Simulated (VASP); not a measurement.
# WC in VASP: notebook, part 2 of 3

VASP 6.6.1. Earlier steps stand in the parts before.

**3. Relaxation of cell and atoms, PBEsol**

The input, INCAR:

```
SYSTEM = WC
PREC = Accurate ; ENCUT = 600
EDIFF = 1E-6 ; ISMEAR = 0
SIGMA = 0.1 ; LREAL = .False.
LASPH = .True. ; NELM = 100
ALGO = Normal ; ISIF = 3
LWAVE = .False. ; LCHARG = .False.
GGA = PS ; IBRION = 2
NSW = 100 ; EDIFFG = -0.005
```

The input, KPOINTS:

```
regular mesh
0
Gamma
  16 16 16
  0 0 0
```

The input, POSCAR:

```
WC
1.0
    0.0000000000      2.1737591718      2.1737591718
    2.1737591718      0.0000000000      2.1737591718
    2.1737591718      2.1737591718      0.0000000000
W C
1 1
Direct
    0.0000000000      0.0000000000      0.0000000000
    0.5000000000      0.5000000000      0.5000000000
```

Potentials or basis: VASP PAW PBE potentials, release 64 (W_sv, C).

On the command line:

```console
> cat potpaw_PBE.64/W_sv/POTCAR potpaw_PBE.64/C/POTCAR > POTCAR
> mpirun -np 1 vasp_std > vasp.out
```

OUTCAR:

```text
SYSTEM = WC
   PREC = Accurate
   ENCUT = 600
   EDIFF = 1E-6
   ISMEAR = 0
   LREAL = .False.
   LASPH = .True.
   NELM = 100
   ISIF = 3
   GGA = PS
   IBRION = 2
   NSW = 100
   EDIFFG = -0.005

 ion  position               nearest neighbor table
   1  0.000  0.000  0.000-   2 2.17   2 2.17   2 2.17   2 2.17   2 2.17   2 2.17
   2  0.500  0.500  0.500-   1 2.17   1 2.17   1 2.17   1 2.17   1 2.17   1 2.17

  LATTYP: Found a face centered cubic cell.
 ALAT       =     4.3475183436

  Lattice vectors:

 A1 = (   0.0000000000,   2.1737591718,   2.1737591718)
 A2 = (   2.1737591718,   0.0000000000,   2.1737591718)
 A3 = (   2.1737591718,   2.1737591718,   0.0000000000)

Analysis of symmetry for initial positions (statically):
=====================================================================
 Subroutine PRICEL returns:
 Original cell was already a primitive cell.

 Routine SETGRP: Setting up the symmetry group for a
 face centered cubic supercell.

 Subroutine GETGRP returns: Found 48 space group operations
 (whereof 48 operations were pure point group operations)
 out of a pool of 48 trial point group operations.

The static configuration has the point symmetry O_h .

Analysis of symmetry for dynamics (positions and initial velocities):
=====================================================================
 Subroutine PRICEL returns:
 Original cell was already a primitive cell.

 Routine SETGRP: Setting up the symmetry group for a
 face centered cubic supercell.

 Subroutine GETGRP returns: Found 48 space group operations
 (whereof 48 operations were pure point group operations)
 out of a pool of 48 trial point group operations.

The dynamic configuration has the point symmetry O_h .

 Subroutine INISYM returns: Found 48 space group operations
 (whereof 48 operations are pure point group operations),
 and found     1 'primitive' translations

[... 132 lines left out ...]
   NGX = 13   NGY = 13   NGZ = 13

--------------------------------------- Ionic step        1  -------------------------------------------

 number of electron      18.0000001 magnetization

 Free energy of the ion-electron system (eV)
  ---------------------------------------------------
  ext. energy  EPLUGINS =         0.00000000
  ---------------------------------------------------
  free energy    TOTEN  =       -22.99978513 eV

  energy without entropy =      -22.99445046  energy(sigma->0) =      -22.99711779

------------------------ aborting loop because EDIFF is reached ----------------------------------------

  FORCE on cell =-STRESS in cart. coord.  units (eV):
  Direction    XX          YY          ZZ          XY          YZ          ZX
  --------------------------------------------------------------------------------------
  -------------------------------------------------------------------------------------
  Total        0.0584151      0.0584151      0.0584151      0.0000000     -0.0000000      0.0000000
  in kB        4.5558701      4.5558701      4.5558701      0.0000000     -0.0000000      0.0000000
  external PRESSURE =       4.5558701 kB  Pullay stress =       0.0000000 kB
[... 59 lines left out ...]
--------------------------------------- Ionic step        3  -------------------------------------------

 number of electron      18.0000001 magnetization

 Free energy of the ion-electron system (eV)
  ---------------------------------------------------
  ext. energy  EPLUGINS =         0.00000000
  ---------------------------------------------------
  free energy    TOTEN  =       -22.99981949 eV

  energy without entropy =      -22.99447814  energy(sigma->0) =      -22.99714881

 E-fermi :  12.6722     XC(G=0): -13.9803

 val. band max:       12.6707329368   @ k =  -0.3125   0.2500   0.0625
 cond. band min:      12.6772881023   @ k =   0.2500   0.0000   0.0000
 fundamental gap:      0.0065551655
 Fermi energy:        12.6722188626

 k-point     1 :       0.0000    0.0000    0.0000
  band No.  band energies     occupation
      1     -62.7266      2.00000
      2     -26.7205      2.00000
      3     -26.7205      2.00000
      4     -26.7205      2.00000
      5      -3.3641      2.00000
      6       9.7769      2.00000
      7       9.7769      2.00000
      8       9.7769      2.00000
      9      11.5586      2.00000
     10      11.5586      2.00000
     11      11.5586      2.00000
     12      11.6343      2.00000
     13      11.6343      2.00000
[... 354 lines left out ...]
  band No.  band energies     occupation
      1     -62.7224      2.00000
      2     -26.7822      2.00000
      3     -26.7384      2.00000
      4     -26.7228      2.00000
      5      -3.0629      2.00000
      6       9.0192      2.00000
      7       9.0511      2.00000
      8       9.3784      2.00000
      9       9.9435      2.00000
     10      10.9747      2.00000
     11      12.1735      2.00000
     12      13.0507      0.00000
     13      14.2763      0.00000

 [... further k-points ...]
[... 5 lines left out ...]
  --------------------------------------------------------------------------------------
  -------------------------------------------------------------------------------------
  Total       -0.0005143     -0.0005143     -0.0005143      0.0000000      0.0000000     -0.0000000
  in kB       -0.0400672     -0.0400672     -0.0400672      0.0000000      0.0000000     -0.0000000
  external PRESSURE =      -0.0400672 kB  Pullay stress =       0.0000000 kB
[... 17 lines left out ...]
  FREE ENERGIE OF THE ION-ELECTRON SYSTEM (eV)
  ---------------------------------------------------
  free  energy   TOTEN  =       -22.9998194875 eV

  energy  without entropy=      -22.9944781422  energy(sigma->0) =      -22.99714881

 reached required accuracy - stopping structural energy minimisation
```

OSZICAR:

```text
N       E                     dE             d eps       ncg     rms          rms(c)
DAV:   1     0.116737263350E+03    0.11674E+03   -0.10617E+04  3770   0.170E+03
[... 20 lines left out ...]
       N       E                     dE             d eps       ncg     rms          rms(c)
DAV:   1    -0.230011713386E+02   -0.15848E-02   -0.32499E-02  4010   0.263E+00    0.518E-01
DAV:   2    -0.230000188353E+02    0.11525E-02   -0.32051E-03  4255   0.681E-01    0.106E-01
DAV:   3    -0.229998467759E+02    0.17206E-03   -0.32890E-04  4405   0.157E-01    0.350E-02
DAV:   4    -0.229998177192E+02    0.29057E-04   -0.85046E-05  4640   0.110E-01    0.415E-02
DAV:   5    -0.229998196266E+02   -0.19074E-05   -0.43586E-06  4080   0.257E-02    0.237E-03
DAV:   6    -0.229998194875E+02    0.13915E-06   -0.50541E-07  2100   0.564E-03
   3 F= -.22999819E+02 E0= -.22997149E+02  d E =-.343576E-04
```

CONTCAR:

```text
WC
   1.00000000000000
     0.0000000000000000    2.1746146370781596    2.1746146370781596
     2.1746146370781596   -0.0000000000000000    2.1746146370781596
     2.1746146370781596    2.1746146370781596   -0.0000000000000000
  W               C
     1     1
Direct
     0.0000000000000000    0.0000000000000000    0.0000000000000000
     0.5000000000000000    0.5000000000000000    0.5000000000000000

  0.00000000E+00  0.00000000E+00  0.00000000E+00
  0.00000000E+00  0.00000000E+00  0.00000000E+00
```

Wall time 86 s (1 thread of Intel Xeon Platinum 8259CL at 2.50GHz (Skylake/Cascade Lake), shared host); peak memory 0.2 GiB.

What came out:

* Free energy: -22.9998 eV
* Relaxed volume: 10.28 Å³/atom
* Relaxed cell: a = 3.075 Å, b = 3.075 Å, c = 3.075 Å, α = 60.00°, β = 60.00°, γ = 60.00°
* Space group after relaxing (to 0.05 Å): Fm-3m (No. 225)
* Energy gained by relaxing: 0.0 meV/atom
* Ionic steps: 3
* Pressure after relaxing: 0.0 GPa

Final structure:
```xyz
2
Lattice="0.0000 2.1746 2.1746 2.1746 0.0000 2.1746 2.1746 2.1746 0.0000" Properties=species:S:1:pos:R:3 pbc="T T T"
W     0.0000    0.0000    0.0000
C     2.1746    2.1746    2.1746
```

Caveat: the bands computed are all filled at some k points, so no gap is given; the PAW data sets were made with another functional, which shifts forces and pressure a little; spin-orbit coupling is left out, which moves the levels of the heavy elements.

**4. Single point, PBEsol (strained and its atoms moved)**

The input, INCAR:

```
SYSTEM = WC
PREC = Accurate
ENCUT = 600
EDIFF = 1E-6
ISMEAR = 0
SIGMA = 0.1
LREAL = .FALSE.
LASPH = .TRUE.
NELM = 120
ALGO = Normal
ISIF = 2
LWAVE = .FALSE.
LCHARG = .TRUE.
GGA = PS
LELF = .TRUE.
LVHAR = .TRUE.
NBANDS = 16
GGA_COMPAT = .FALSE.
```

The input, KPOINTS:

```
Automatic mesh
0
G
  16 16 16
  0 0 0
```

The input, POSCAR:

```
WC
1.0
    0.0000000000      2.2803475063      2.2803475063
    2.2803475063      0.0000000000      2.2803475063
    2.2803475063      2.2803475063      0.0000000000
W C
1 1
Direct
    0.0000000000      0.0000000000      0.0000000000
    0.5000000000      0.5000000000      0.5000000000
```

On the command line:

```console
> cat potpaw_PBE.64/W_sv/POTCAR potpaw_PBE.64/C/POTCAR > POTCAR
> mpirun -np 1 vasp_std > vasp.out
```

Run time: 45 s. Hardware: 1 thread of Intel Xeon 6975P-C (Granite Rapids), shared host; peak memory 0.21 GiB.

The run converged. Its results:

```
Free energy            : -22.5474 eV
Pressure               : -40.8 GPa
Band gap on the k mesh : zero (band 9 reaches 11.34 eV, above the bottom of band 10 at 8.76 eV)
```

Levels at points of the mesh, in eV from the Fermi level:
| k point | band 7 | band 8 | band 9 | band 10 | band 11 | band 12 |
| --- | --- | --- | --- | --- | --- | --- |
| (0.00, 0.00, 0.00) | -2.35 | -2.35 | -0.88 | -0.88 | -0.80 | -0.80 |
| (0.50, 0.00, 0.00) | -5.77 | -5.77 | 0.81 | 0.81 | 1.88 | 4.72 |
| (0.50, 0.50, 0.00) | -4.94 | -2.25 | -2.25 | 0.64 | 1.82 | 1.82 |

Caveat: the cell differs from its parent crystal (strained and its atoms moved); the PAW data sets were made with another functional, which shifts forces and pressure a little; spin-orbit coupling is left out, which moves the levels of the heavy elements.

(Part 2 of 3 ends here.)
